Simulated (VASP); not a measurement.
# CdSe (F-43m) in VASP: a series of runs

Runs on CdSe. Level: PBE. Tasks: single point.

Program: VASP 6.6.1. These are calculated values, not measurements. Logs are shortened: lines on timing, memory, paths and dates and some standing lists are left out, and cuts for length are marked.

### 1 The cell of the first run

Symmetry: F-43m, No. 216, cubic system. The conventional cell has a = 5.884 Å, b = 5.884 Å, c = 5.884 Å, α = 90.00°, β = 90.00°, γ = 90.00°. Within 3.4 Å of Cd (site symmetry -43m) lie 4 Se at 2.55 Å. Within 3.4 Å of Se (site symmetry -43m) lie 4 Cd at 2.55 Å.

### 2 Single point, PBE

File INCAR:

```
SYSTEM = CdSe
ALGO     = Normal         ! electronic algorithm
EDIFF    = 1E-6           ! SCF threshold, eV
ENCUT    = 520            ! plane-wave cutoff, eV
GGA      = PE             ! functional
ISIF     = 2              ! what is computed and relaxed
ISMEAR   = 0              ! smearing method
LASPH    = .TRUE.         ! aspherical terms in the spheres
LCHARG   = .FALSE.        ! write CHGCAR
LREAL    = .FALSE.        ! projectors in reciprocal space
LWAVE    = .FALSE.        ! write WAVECAR
NBANDS   = 16             ! bands
NELM     = 100            ! most SCF steps
PREC     = Accurate       ! precision mode
SIGMA    = 0.01           ! smearing width, eV
```

File KPOINTS:

```
k-points
0
G
  6 6 6
  0 0 0
```

File POSCAR:

```
CdSe
1.0
    0.0000000000      2.9421905289      2.9421905289
    2.9421905289      0.0000000000      2.9421905289
    2.9421905289      2.9421905289      0.0000000000
Cd Se
1 1
Direct
    0.0000000000      0.0000000000      0.0000000000
    0.7500000000      0.7500000000      0.7500000000
```

Potentials or basis: VASP PAW PBE potentials, release 64 (Cd, Se).

Started as:

```
$ cat potpaw_PBE.64/Cd/POTCAR potpaw_PBE.64/Se/POTCAR > POTCAR
$ mpirun -np 1 vasp_std > vasp.out
```

OUTCAR:

```text
SYSTEM = CdSe
   EDIFF = 1E-6
   ENCUT = 520
   GGA = PE
   ISIF = 2
   ISMEAR = 0
   LASPH = .TRUE.
   LREAL = .FALSE.
   NELM = 100
   PREC = Accurate

 ion  position               nearest neighbor table
   1  0.000  0.000  0.000-   2 2.55   2 2.55   2 2.55   2 2.55
   2  0.750  0.750  0.750-   1 2.55   1 2.55   1 2.55   1 2.55

  LATTYP: Found a face centered cubic cell.
 ALAT       =     5.8843810578

  Lattice vectors:

 A1 = (   0.0000000000,   2.9421905289,   2.9421905289)
 A2 = (   2.9421905289,   0.0000000000,   2.9421905289)
 A3 = (   2.9421905289,   2.9421905289,   0.0000000000)

Analysis of symmetry for initial positions (statically):
=====================================================================
 Subroutine PRICEL returns:
 Original cell was already a primitive cell.

 Routine SETGRP: Setting up the symmetry group for a
 face centered cubic supercell.

 Subroutine GETGRP returns: Found 24 space group operations
 (whereof 24 operations were pure point group operations)
 out of a pool of 48 trial point group operations.

The static configuration has the point symmetry T_d .

Analysis of symmetry for dynamics (positions and initial velocities):
=====================================================================
 Subroutine PRICEL returns:
 Original cell was already a primitive cell.

 Routine SETGRP: Setting up the symmetry group for a
 face centered cubic supercell.

 Subroutine GETGRP returns: Found 24 space group operations
 (whereof 24 operations were pure point group operations)
 out of a pool of 48 trial point group operations.

The dynamic configuration has the point symmetry T_d .

 Subroutine INISYM returns: Found 24 space group operations
 (whereof 24 operations are pure point group operations),
 and found     1 'primitive' translations

----------------------------------------------------------------------------------------

                                     Primitive cell

  volume of cell :      50.9381

  direct lattice vectors                    reciprocal lattice vectors
     0.000000000  2.942190529  2.942190529    -0.169941408  0.169941408  0.169941408
     2.942190529  0.000000000  2.942190529     0.169941408 -0.169941408  0.169941408
     2.942190529  2.942190529  0.000000000     0.169941408  0.169941408 -0.169941408

  length of vectors
     4.160885749  4.160885749  4.160885749     0.294347152  0.294347152  0.294347152

  position of ions in fractional coordinates (direct lattice)
     0.000000000  0.000000000  0.000000000
     0.750000000  0.750000000  0.750000000

  ion indices of the primitive-cell ions
   primitive index   ion index
                 1           1
                 2           2

----------------------------------------------------------------------------------------

 KPOINTS: k-points

Automatic generation of k-mesh.
 Grid dimensions read from file:
 generate k-points for:    6    6    6

 Generating k-lattice:

  Cartesian coordinates                     Fractional coordinates (reciprocal lattice)
    -0.028323568  0.028323568  0.028323568     0.166666667  0.000000000  0.000000000
     0.028323568 -0.028323568  0.028323568     0.000000000  0.166666667  0.000000000
     0.028323568  0.028323568 -0.028323568     0.000000000  0.000000000  0.166666667

  Length of vectors
     0.049057859  0.049057859  0.049057859

  Shift w.r.t. Gamma in fractional coordinates (k-lattice)
     0.000000000  0.000000000  0.000000000

 Subroutine IBZKPT returns following result:
 ===========================================

 Found     16 irreducible k-points:

 Following reciprocal coordinates:
            Coordinates               Weight
  0.000000  0.000000  0.000000      1.000000
  0.166667  0.000000  0.000000      8.000000
  0.333333  0.000000  0.000000      8.000000
  0.500000  0.000000  0.000000      4.000000
  0.166667  0.166667  0.000000      6.000000
  0.333333  0.166667  0.000000     24.000000
[... 8 lines left out ...]
 -0.333333  0.333333  0.166667     24.000000
 -0.333333  0.500000  0.166667     12.000000
   k-points           NKPTS =     16   k-points in BZ     NKDIM =     16   number of bands    NBANDS=     16
   number of dos      NEDOS =    301   number of ions     NIONS =      2
   total plane-waves  NPLWV =  32768
   dimension x,y,z NGX =    32 NGY =   32 NGZ =   32
   dimension x,y,z NGXF=    64 NGYF=   64 NGZF=   64
   ions per type =               1   1
   NGX,Y,Z   is equivalent  to a cutoff of  12.79, 12.79, 12.79 a.u.
   NGXF,Y,Z  is equivalent  to a cutoff of  25.57, 25.57, 25.57 a.u.
 SYSTEM =  CdSe
   PREC   = accura    normal or accurate (medium, high low for compatibility)
   ISTART =      0    job   : 0-new  1-cont  2-samecut
   ICHARG =      2    charge: 1-file 2-atom 10-const
   ISPIN  =      1    spin polarized calculation?
   LNONCOLLINEAR =      F non collinear calculations
   LSORBIT =      F    spin-orbit coupling
   LASPH  =      T    aspherical Exc in radial PAW
   ENCUT  =  520.0 eV  38.22 Ry    6.18 a.u.   7.74  7.74  7.74*2*pi/ulx,y,z
   NELM   =    100;   NELMIN=  2; NELMDL= -5     # of ELM steps
   EDIFF  = 0.1E-05   stopping-criterion for ELM
   LREAL  =      F    real-space projection
   EDIFFG = 0.1E-04   stopping-criterion for IOM
   NSW    =      0    number of steps for IOM
   IBRION =     -1    ionic relax: 0-MD 1-quasi-New 2-CG
   NFREE  =      0    steps in history (QN), initial steepest desc. (CG)
   ISIF   =      2    stress and relaxation
   ISYM   =      2    0-nonsym 1-usesym 2-fastsym
   POTIM  = 0.5000    time-step for ionic-motion
   TEBEG  =    0.0;   TEEND  =   0.0 temperature during run
   PSTRESS=    0.0 pullay stress
   NELECT =      18.0000    total number of electrons
   NUPDOWN=      -1.0000    fix difference up-down
   EMIN   =  10.00;   EMAX   =-10.00  energy-range for DOS
   EFERMI =   0.00;   METHOD = LEGACY
   ISMEAR =     0;   SIGMA  =   0.01  broadening in eV -4-tet -1-fermi 0-gaus
   EFERMI_NEDOS =   21; number of points for ismear=-14 and -15
   IALGO  =     38    algorithm
   IMIX   =      4    mixing-type and parameters
     AMIX     =   0.40;   BMIX     =  1.00
     AMIX_MAG =   1.60;   BMIX_MAG =  1.00
  volume/ion in A,a.u.               =      25.47       171.87
  Fermi-wavevector in a.u.,A,eV,Ry     =   1.157404  2.187176 18.226138  1.339583
  Thomas-Fermi vector in A             =   2.294015
   LORBIT       =      0    0 simple, 1 ext, 2 COOP (PROOUT), +10 PAW based schemes
   GGA     = PE    functional components
   LHFCALC =     F    Hartree Fock is set to
   AEXX    =    0.0000 exact exchange contribution
   IVDW    =     0    specifies the selected vdW correction
   LEPSILON=     F    determine dielectric tensor
   LRPA    =     F    only Hartree local field effects (RPA)
 non-spin polarized calculation
 Gauss-broadening in eV      SIGMA  =   0.01
  energy-cutoff  :      520.00
  volume of cell :       50.94
 maximum number of plane-waves:      1384
   NGX = 15   NGY = 15   NGZ = 15

 number of electron      18.0000005 magnetization

 Free energy of the ion-electron system (eV)
  ---------------------------------------------------
  ext. energy  EPLUGINS =         0.00000000
  ---------------------------------------------------
  free energy    TOTEN  =        -5.24670919 eV

  energy without entropy =       -5.24670919  energy(sigma->0) =       -5.24670919

 E-fermi :   1.8469     XC(G=0):  -9.3454

 val. band max:        1.7946746243   @ k =   0.0000   0.0000   0.0000
 cond. band min:       2.6060458388   @ k =   0.0000   0.0000   0.0000
 fundamental gap:      0.8113712145
 Fermi energy:         1.8469436673

 k-point     1 :       0.0000    0.0000    0.0000
  band No.  band energies     occupation
      1     -11.4154      2.00000
      2      -6.5423      2.00000
      3      -6.5423      2.00000
      4      -6.5423      2.00000
      5      -6.0491      2.00000
      6      -6.0491      2.00000
[... 8 lines left out ...]
     15      13.1141      0.00000
     16      13.1141      0.00000

 k-point     2 :       0.1667    0.0000    0.0000
  band No.  band energies     occupation
      1     -11.3004      2.00000
      2      -6.5048      2.00000
      3      -6.5048      2.00000
      4      -6.4455      2.00000
      5      -6.0508      2.00000
      6      -6.0508      2.00000
[... 8 lines left out ...]
     15      12.0348      0.00000
     16      12.5430      0.00000

 k-point     3 :       0.3333    0.0000    0.0000
  band No.  band energies     occupation
      1     -11.0659      2.00000
      2      -6.4425      2.00000
      3      -6.4425      2.00000
      4      -6.0749      2.00000
      5      -6.0364      2.00000
      6      -6.0364      2.00000
[... 8 lines left out ...]
     15      12.5429      0.00000
     16      12.5429      0.00000

 k-point     4 :       0.5000    0.0000    0.0000
  band No.  band energies     occupation
      1     -10.9475      2.00000
      2      -6.4204      2.00000
      3      -6.4204      2.00000
      4      -6.0175      2.00000
      5      -6.0175      2.00000
      6      -5.6709      2.00000
[... 8 lines left out ...]
     15      14.2669      0.00000
     16      14.2669      0.00000
[... 172 lines left out ...]
 k-point    14 :       0.5000    0.3333    0.1667
  band No.  band energies     occupation
      1     -10.9147      2.00000
      2      -6.3534      2.00000
      3      -6.3453      2.00000
      4      -6.1520      2.00000
      5      -6.0153      2.00000
      6      -5.7673      2.00000
[... 8 lines left out ...]
     15      14.4224      0.00000
     16      15.2822      0.00000

 k-point    15 :      -0.3333    0.3333    0.1667
  band No.  band energies     occupation
      1     -10.8388      2.00000
      2      -6.3479      2.00000
      3      -6.3072      2.00000
      4      -6.0940      2.00000
      5      -6.0379      2.00000
      6      -5.4918      2.00000
[... 8 lines left out ...]
     15      14.0625      0.00000
     16      15.2650      0.00000

 k-point    16 :      -0.3333    0.5000    0.1667
  band No.  band energies     occupation
      1     -10.8018      2.00000
      2      -6.3154      2.00000
      3      -6.2656      2.00000
      4      -6.1353      2.00000
      5      -6.0148      2.00000
      6      -5.4552      2.00000
[... 8 lines left out ...]
     15      15.0433      0.00000
     16      15.1680      0.00000

------------------------ aborting loop because EDIFF is reached ----------------------------------------

  FORCE on cell =-STRESS in cart. coord.  units (eV):
  Direction    XX          YY          ZZ          XY          YZ          ZX
  --------------------------------------------------------------------------------------
  -------------------------------------------------------------------------------------
  Total        3.3354948      3.3354948      3.3354948      0.0000000     -0.0000000      0.0000000
  in kB      104.9127978    104.9127978    104.9127978      0.0000000     -0.0000000      0.0000000
  external PRESSURE =     104.9127978 kB  Pullay stress =       0.0000000 kB

 VOLUME and BASIS-vectors are now :
 -----------------------------------------------------------------------------
  energy-cutoff  :      520.00
  volume of cell :       50.94
      direct lattice vectors                 reciprocal lattice vectors
     0.000000000  2.942190529  2.942190529    -0.169941408  0.169941408  0.169941408
     2.942190529  0.000000000  2.942190529     0.169941408 -0.169941408  0.169941408
     2.942190529  2.942190529  0.000000000     0.169941408  0.169941408 -0.169941408

 POSITION                                       TOTAL-FORCE (eV/Angst)
 -----------------------------------------------------------------------------------
      0.00000      0.00000      0.00000         0.000000      0.000000      0.000000
      4.41329      4.41329      4.41329        -0.000000     -0.000000     -0.000000
 -----------------------------------------------------------------------------------
    total drift:                                0.000000      0.000000      0.000000

  FREE ENERGIE OF THE ION-ELECTRON SYSTEM (eV)
  ---------------------------------------------------
  free  energy   TOTEN  =        -5.2467091859 eV

  energy  without entropy=       -5.2467091859  energy(sigma->0) =       -5.24670919
```

It took 12 s on 1 thread of Intel Xeon Platinum 8259CL at 2.50GHz (Skylake/Cascade Lake), shared host; peak memory 0.18 GiB.

Results:

```yaml
Free_energy: -5.2467 eV
Pressure: 10.5 GPa
Band_gap_on_the_k_mesh: 0.81 eV, direct
```

### 3 Single point, PBE

This run uses another cell than the first one, of 26.63 Å³/atom, 1.045 times its volume.

File INCAR:

```
SYSTEM = CdSe
ALGO     = Normal         ! electronic algorithm
EDIFF    = 1E-7           ! SCF threshold, eV
ENCUT    = 520            ! plane-wave cutoff, eV
GGA      = PE             ! functional
ISIF     = 2              ! what is computed and relaxed
ISMEAR   = 0              ! smearing method
LASPH    = .TRUE.         ! aspherical terms in the spheres
LCHARG   = .TRUE.         ! write CHGCAR
LELF     = .TRUE.         ! ELF
LREAL    = .FALSE.        ! projectors in reciprocal space
LVHAR    = .TRUE.       
LWAVE    = .FALSE.        ! write WAVECAR
NBANDS   = 16             ! bands
NELM     = 60             ! most SCF steps
PREC     = Accurate       ! precision mode
SIGMA    = 0.01           ! smearing width, eV
```

KPOINTS is that of step 2.

File POSCAR:

```
CdSe
1.0
    0.0000000000      2.9861102955      2.9861102955
    2.9861102955      0.0000000000      2.9861102955
    2.9861102955      2.9861102955      0.0000000000
Cd Se
1 1
Direct
    0.0000000000      0.0000000000      0.0000000000
    0.7500000000      0.7500000000      0.7500000000
```

Potentials or basis: VASP PAW PBE potentials, release 64 (Cd, Se).

Started as:

```
$ cat potpaw_PBE.64/Cd/POTCAR potpaw_PBE.64/Se/POTCAR > POTCAR
$ mpirun -np 1 vasp_std > vasp.out
```

It took 15 s on 1 thread of Intel Xeon Platinum 8259CL at 2.50GHz (Skylake/Cascade Lake), shared host; peak memory 0.18 GiB.

The run converged. Its results:

```
Free energy            : -5.3707 eV
Pressure               : 6.8 GPa
Band gap on the k mesh : 0.72 eV, direct
```

Levels at points of the mesh, in eV from the valence-band top:
| k point | band 7 | band 8 | band 9 | band 10 | band 11 | band 12 |
| --- | --- | --- | --- | --- | --- | --- |
| (0.00, 0.00, 0.00) | 0.00 | 0.00 | 0.00 | 0.72 | 5.93 | 5.93 |
| (0.50, 0.00, 0.00) | -4.73 | -0.83 | -0.83 | 2.46 | 6.45 | 6.45 |
| (0.50, 0.50, 0.00) | -4.34 | -2.05 | -2.05 | 3.03 | 3.80 | 9.39 |

Expect the measured gap to be larger: semilocal functionals such as PBE lack the derivative discontinuity.

### 4 Single point, PBE

This run uses another cell than the first one, of 27.78 Å³/atom, 1.091 times its volume.

File INCAR:

```
SYSTEM = CdSe
PREC     = Accurate       ! precision mode
ENCUT    = 520            ! plane-wave cutoff, eV
EDIFF    = 1E-6           ! SCF threshold, eV
ISMEAR   = 0              ! smearing method
SIGMA    = 0.01           ! smearing width, eV
LREAL    = .FALSE.        ! projectors in reciprocal space
LASPH    = .TRUE.         ! aspherical terms in the spheres
NELM     = 60             ! most SCF steps
ALGO     = Normal         ! electronic algorithm
ISIF     = 2              ! what is computed and relaxed
LWAVE    = .FALSE.        ! write WAVECAR
LCHARG   = .FALSE.        ! write CHGCAR
GGA      = PE             ! functional
NBANDS   = 16             ! bands
```

File KPOINTS:

```
regular mesh
0
G
  6 6 6
  0 0 0
```

File POSCAR:

```
CdSe
1.0
    0.0000000000      3.0287747782      3.0287747782
    3.0287747782      0.0000000000      3.0287747782
    3.0287747782      3.0287747782      0.0000000000
Cd Se
1 1
Direct
    0.0000000000      0.0000000000      0.0000000000
    0.7500000000      0.7500000000      0.7500000000
```

Started as:

```
$ cat potpaw_PBE.64/Cd/POTCAR potpaw_PBE.64/Se/POTCAR > POTCAR
$ mpirun -np 1 vasp_std > vasp.out
```

It took 12 s on 1 thread of Intel Xeon Platinum 8259CL at 2.50GHz (Skylake/Cascade Lake), shared host; peak memory 0.18 GiB.

It converged, with:

```
Free energy            : -5.4475 eV
Pressure               : 3.9 GPa
Band gap on the k mesh : 0.63 eV, direct
```

Levels at points of the mesh, in eV from the valence-band top:
| k point | band 6 | band 7 | band 8 | band 9 | band 10 | band 11 | band 12 | band 13 |
| --- | --- | --- | --- | --- | --- | --- | --- | --- |
| (0.00, 0.00, 0.00) | -7.59 | 0.00 | 0.00 | 0.00 | 0.63 | 5.93 | 5.93 | 5.93 |
| (0.50, 0.00, 0.00) | -7.29 | -4.46 | -0.77 | -0.77 | 2.41 | 6.44 | 6.44 | 7.46 |
| (0.50, 0.50, 0.00) | -7.22 | -4.14 | -1.90 | -1.90 | 3.11 | 3.77 | 9.18 | 10.29 |

### 5 Summary

| cell | gap on the mesh (eV) | pressure (GPa) |
| --- | --- | --- |
| a = 4.161 Å, angles 60.0°, 2 atoms | 0.81 | 10.5 |
| a = 4.223 Å, angles 60.0°, 2 atoms | 0.72 | 6.8 |
| a = 4.283 Å, angles 60.0°, 2 atoms | 0.63 | 3.9 |

Alike in all rows: task single point; level PBE; potentials or basis VASP PAW PBE potentials, release 64 (Cd, Se); no spin polarisation; k mesh 6 × 6 × 6; cutoff (eV) 520; smearing gaussian 0.01 eV.

Absolute energies hang on the potentials; compare differences alone.
